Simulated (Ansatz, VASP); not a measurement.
One calculation of BN, two programs

```
B N
1.0
     2.50876    0.00000    0.00000
    -1.25438    2.28128    0.00000
     0.00000    0.00000   26.00000
B N
1 1
Direct
  0.00000 0.00000 0.50000
  0.66667 0.33333 0.50000
```

Change from the starting cell: strain along y +0.050, atoms relaxed.

Alike in both runs: task relaxation of the atoms; functional PBE; dispersion D3(BJ); k mesh 12 × 12 × 1; occupations gaussian, width 0.02 eV; no spin polarisation.

|  | VASP | Ansatz |
| --- | --- | --- |
| version | VASP 6.6.1 | Ansatz 0.2.0 |
| potentials or method | VASP PAW PBE potentials, release 64 (B, N), cutoff 520 eV | scalar-relativistic, plane waves, PAW |
| valence electrons in the cell | 8 | 8 |

Ansatz gave:

* gap on the k mesh at the Fermi level, each at its own relaxed structure (eV): 4.50

Q: Which values does VASP return?

A: gap on the k mesh at the Fermi level, each at its own relaxed structure (eV): 4.49.

Ansatz's warnings: stress scf threshold loose.
